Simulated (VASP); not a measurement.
# O (Fmmm) in VASP: further runs, part 2 of 2

VASP 6.6.1. Earlier steps stand in the parts before.

## (4) Single point, PBEsol (11.28 Å³/atom)

This run uses another cell than the first one, of 11.28 Å³/atom.

Input file INCAR:

```
SYSTEM = O
ALGO = Normal
EDIFF = 1E-6
ENCUT = 600
GGA = PS
GGA_COMPAT = .FALSE.
ISIF = 2
ISMEAR = 0
LASPH = .TRUE.
LCHARG = .FALSE.
LREAL = .FALSE.
LWAVE = .FALSE.
NBANDS = 13
NELM = 120
PREC = Accurate
SIGMA = 0.15
```

Input file KPOINTS:

```
k-points
0
G
  22 22 22
  0 0 0
```

Input file POSCAR:

```
O
1.0
    0.0000000000      1.5456036791      4.7036374012
    1.5509027737      0.0000000000      4.7036374012
    1.5509027737      1.5456036791      0.0000000000
O
2
Direct
    0.0675080576      0.0675080576      0.9324919424
    0.9324919424      0.9324919424      0.0675080576
```

Potentials or basis: VASP PAW PBE potentials, release 64 (O).

Launch:

```console
$ cat potpaw_PBE.64/O/POTCAR > POTCAR
$ mpirun -np 1 vasp_std > vasp.out
```

OUTCAR:

```text
SYSTEM = O
   EDIFF = 1E-6
   ENCUT = 600
   GGA = PS
   ISIF = 2
   ISMEAR = 0
   LASPH = .TRUE.
   LREAL = .FALSE.
   NELM = 120
   PREC = Accurate

 ion  position               nearest neighbor table
   1  0.068  0.068  0.932-   2 1.27
   2  0.932  0.932  0.068-   1 1.27

  LATTYP: Found a face centered orthorhombic cell.
 ALAT       =     3.0912073582
 B/A-ratio  =     1.0034284951
 C/A-ratio  =     3.0432364162

  Lattice vectors:

 A1 = (   1.5509027737,   0.0000000000,  -4.7036374012)
 A2 = (   0.0000000000,   1.5456036791,  -4.7036374012)
 A3 = (   1.5509027737,   1.5456036791,   0.0000000000)

Analysis of symmetry for initial positions (statically):
=====================================================================
 Subroutine PRICEL returns:
 Original cell was already a primitive cell.

 Routine SETGRP: Setting up the symmetry group for a
 face centered orthorhombic supercell.

 Subroutine GETGRP returns: Found  8 space group operations
 (whereof  8 operations were pure point group operations)
 out of a pool of  8 trial point group operations.

[... 173 lines left out ...]
      3      -8.0780      2.00000
      4      -3.1133      2.00000
      5      -3.1004      2.00000
      6       2.3077      0.00000
      7       2.3179      0.00000
      8       7.9585      0.00000
      9       8.6619      0.00000
     10      13.3189      0.00000
     11      18.0050      0.00000
     12      22.2918      0.00000
     13      29.4043      0.00000
[... 354 lines left out ...]
  band No.  band energies     occupation
      1     -25.0333      2.00000
      2     -13.6814      2.00000
      3      -9.4115      2.00000
      4      -6.4684      2.00000
      5      -2.7450      2.00000
      6      -2.4438      2.00000
      7       2.8104      0.00000
      8       8.4973      0.00000
      9      14.1636      0.00000
     10      14.7923      0.00000
     11      20.3361      0.00000
     12      21.6505      0.00000
     13      22.8276      0.00000

 [... further k-points ...]

------------------------ aborting loop because EDIFF is reached ----------------------------------------

  FORCE on cell =-STRESS in cart. coord.  units (eV):
  Direction    XX          YY          ZZ          XY          YZ          ZX
  --------------------------------------------------------------------------------------
  -------------------------------------------------------------------------------------
  Total        2.1421261      2.1369357     -4.1152037      0.0000000      0.0000000      0.0000000
  in kB      152.1980421    151.8292683   -292.3851931      0.0000000      0.0000000      0.0000000
  external PRESSURE =       3.8807058 kB  Pullay stress =       0.0000000 kB

 VOLUME and BASIS-vectors are now :
 -----------------------------------------------------------------------------
  energy-cutoff  :      600.00
  volume of cell :       22.55
      direct lattice vectors                 reciprocal lattice vectors
     0.000000000  1.545603679  4.703637401    -0.322392872  0.323498195  0.106300711
     1.550902774  0.000000000  4.703637401     0.322392872 -0.323498195  0.106300711
     1.550902774  1.545603679  0.000000000     0.322392872  0.323498195 -0.106300711

 POSITION                                       TOTAL-FORCE (eV/Angst)
 -----------------------------------------------------------------------------------
      1.55090      1.54560      0.63507         0.000000      0.000000     -3.167776
      1.55090      1.54560      8.77221         0.000000      0.000000      3.167776
 -----------------------------------------------------------------------------------
    total drift:                                0.000000      0.000000      0.000000

  FREE ENERGIE OF THE ION-ELECTRON SYSTEM (eV)
  ---------------------------------------------------
  free  energy   TOTEN  =       -10.0820388395 eV

  energy  without entropy=      -10.0734777180  energy(sigma->0) =      -10.07775828
```

OSZICAR:

```text
N       E                     dE             d eps       ncg     rms          rms(c)
DAV:   1     0.453200276809E+02    0.45320E+02   -0.70028E+03 40150   0.963E+02
DAV:   2    -0.863333672963E+01   -0.53953E+02   -0.51209E+02 50034   0.198E+02
DAV:   3    -0.103569952236E+02   -0.17237E+01   -0.17094E+01 47734   0.326E+01
DAV:   4    -0.103626948229E+02   -0.56996E-02   -0.56993E-02 47232   0.220E+00
DAV:   5    -0.103627197424E+02   -0.24920E-04   -0.24919E-04 48632   0.137E-01    0.439E+00
DAV:   6    -0.101323014166E+02    0.23042E+00   -0.23328E-01 48100   0.420E+00    0.233E+00
DAV:   7    -0.100814353439E+02    0.50866E-01   -0.19387E-01 49085   0.381E+00    0.448E-01
DAV:   8    -0.100820730586E+02   -0.63771E-03   -0.20074E-02 46295   0.112E+00    0.571E-02
DAV:   9    -0.100820142832E+02    0.58775E-04   -0.40084E-04 46890   0.180E-01    0.298E-02
DAV:  10    -0.100820394900E+02   -0.25207E-04   -0.35506E-05 44492   0.599E-02    0.628E-03
DAV:  11    -0.100820388395E+02    0.65045E-06   -0.61949E-06 48430   0.195E-02
   1 F= -.10082039E+02 E0= -.10077758E+02  d E =-.856112E-02
```

stdout:

```text
POSCAR found type information on POSCAR O
 POSCAR found :  1 types and       2 ions
 scaLAPACK will be used
 -----------------------------------------------------------------------------
|                                                                             |
|                                                                             |
|     You enforced a specific xc type in the INCAR file but a different       |
|     I HOPE YOU KNOW WHAT YOU ARE DOING!                                     |
|                                                                             |
 -----------------------------------------------------------------------------

 LDA part: xc-table for (Slater+PW92), standard interpolation
 POSCAR, INCAR and KPOINTS ok, starting setup
 FFT: planning ... GRIDC
 FFT: planning ... GRID_SOFT
 FFT: planning ... GRID
 WAVECAR not read
 entering main loop
```

It took 6.1 min on 1 thread of AMD EPYC 9R45 (Zen 5), shared host; peak memory 0.47 GiB.

Results:

```yaml
Free_energy: -10.0820 eV
Pressure: 0.4 GPa
Largest_force: 3.168 eV/Å
Band_gap_on_the_k_mesh: zero (bands 6 and 7 overlap by 3.70 eV)
```

Forces on the atoms (eV/Å):
```
O    0.000  0.000 -3.168
O    0.000  0.000  3.168
```

Stress tensor (GPa, compression positive):
```
 15.22   0.00   0.00
  0.00  15.18   0.00
  0.00   0.00 -29.24
```

Caveat: spin is off for a triplet molecule; the stress differs along the axes, from -29 to 15 GPa; this functional lacks dispersion, which holds the molecules together, so the pressure and a relaxed volume are unreliable; the PAW data sets were made with another functional, which shifts forces and pressure a little.

## (5) Overview

```tsv
cell	gap on the mesh (eV)	pressure (GPa)	largest force (eV/Å)
a = 4.347, b = 4.349, c = 2.256 Å, angles 74.9, 75.0, 30.1°, 2 atoms	none	50.4	16.40
a = 4.341, b = 4.343, c = 2.373 Å, angles 74.1, 74.2, 31.7°, 2 atoms	none	45.5	18.63
a = 4.951, b = 4.953, c = 2.190 Å, angles 77.2, 77.3, 25.5°, 2 atoms	none	0.4	3.17
```

Alike in all rows: task single point; level PBEsol; potentials or basis VASP PAW PBE potentials, release 64 (O); no spin polarisation; k mesh 22 × 22 × 22; cutoff (eV) 600; smearing gaussian 0.15 eV.

Caveats: spin is off for a triplet molecule; this functional lacks dispersion, which holds the molecules together, so the pressure and a relaxed volume are unreliable; the PAW data sets were made with another functional, which shifts forces and pressure a little; the standard files for N, O and F lose accuracy on very short bonds (at least some runs); the stress differs along the axes, from 6 to 139 GPa (at least some runs); the stress differs along the axes, from -3 to 143 GPa (at least some runs); the stress differs along the axes, from -29 to 15 GPa (at least some runs).

Total energies depend on the potentials used, so only differences within one code and one set of settings carry meaning.
